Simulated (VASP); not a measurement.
Set up this calculation in VASP 6.6.1, as the native input.

```
Task                   : single point
Functional             : PBE
Potentials or basis    : VASP PAW PBE potentials, release 64 (Ti_sv)
Cutoff                 : 550 eV
k mesh                 : 12 × 12 × 10
Occupations            : gaussian, width 0.1 eV
Spin                   : no spin polarisation
Dipole correction      : no
Second try             : not_converged
Further INCAR settings : ALGO = All; EDIFF = 1e-06; NBANDS = 32
```

The structure of Ti lies in POSCAR:

```
Ti
1.0
    4.6035947376      0.0000000000      0.0000000000
   -2.3017973688      3.9868299915      0.0000000000
    0.0000000000      0.0000000000      4.2743850438
Ti
4
Direct
    0.0000000000      0.0000000000      0.2500000000
    0.0000000000      0.0000000000      0.7500000000
    0.3333333333      0.6666666667      0.7500000000
    0.6666666667      0.3333333333      0.2500000000
```

The input as run:

INCAR

```
SYSTEM = Ti
PREC = Accurate
ENCUT = 550
EDIFF = 1E-6
ISMEAR = 0
SIGMA = 0.1
LREAL = .False.
LASPH = .True.
NELM = 300
ALGO = All
ISIF = 2
LWAVE = .False.
LCHARG = .False.
GGA = PE
NBANDS = 32
GGA_COMPAT = .False.
ISEARCH = 1
KPAR = 4
```

KPOINTS

```
Automatic mesh
0
Gamma
  12 12 10
  0 0 0
```

Potentials or basis: VASP PAW PBE potentials, release 64 (Ti_sv).

The run is started by

```sh
$ cat potpaw_PBE.64/Ti_sv/POTCAR > POTCAR
$ mpirun -np 4 vasp_std > vasp.out
```

It gave:

```yaml
Pressure: 0.2 GPa
Band_gap_on_the_k_mesh: zero (bands 24 and 25 overlap by 0.82 eV)
```

It took 100 s on 4 MPI ranks on Intel(R) Xeon(R) Platinum 8559C (Emerald Rapids) (shared host), peak memory 0.61 GiB a rank.
